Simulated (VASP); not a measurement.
A run of VASP 6.6.1:

File INCAR:

```
PREC     = Accurate       # precision mode
ENCUT    = 600            # plane-wave cutoff, eV
EDIFF    = 1E-6           # SCF threshold, eV
ISMEAR   = 1              # smearing method
SIGMA    = 0.1            # smearing width, eV
LREAL    = False          # projectors in reciprocal space
LASPH    = True           # aspherical terms in the spheres
NELM     = 60             # most SCF steps
ALGO     = Normal         # electronic algorithm
ISIF     = 3              # what is computed and relaxed
LWAVE    = False          # write WAVECAR
LCHARG   = False          # write CHGCAR
GGA      = PE             # functional
IBRION   = 2              # ionic algorithm
NSW      = 80             # ionic steps
EDIFFG   = -0.01          # ionic threshold
```

The input KPOINTS:

```
regular mesh
0
Gamma
  20 20 20
```

File POSCAR:

```
V
1.0
   -1.5143500000      1.5143500000      1.5143500000
    1.5143500000     -1.5143500000      1.5143500000
    1.5143500000      1.5143500000     -1.5143500000
V
1
Direct
    0.0000000000      0.0000000000      0.0000000000
```

Potentials or basis: VASP PAW PBE potentials, release 64 (V_sv).

The run is started by

```console
$ cat potpaw_PBE.64/V_sv/POTCAR > POTCAR
$ mpirun -np 1 vasp_std > vasp.out
```

Hardware: 1 thread of Intel(R) Xeon(R) Platinum 8488C (Sapphire Rapids), on a shared host.

Problem. Estimate the wall time of this run.

Solution. Wall time 37 s on 1 thread of Intel(R) Xeon(R) Platinum 8488C (Sapphire Rapids), on a shared host, peak memory 0.18 GiB. Counts: scf iterations 25, k points 256, ion steps 3.
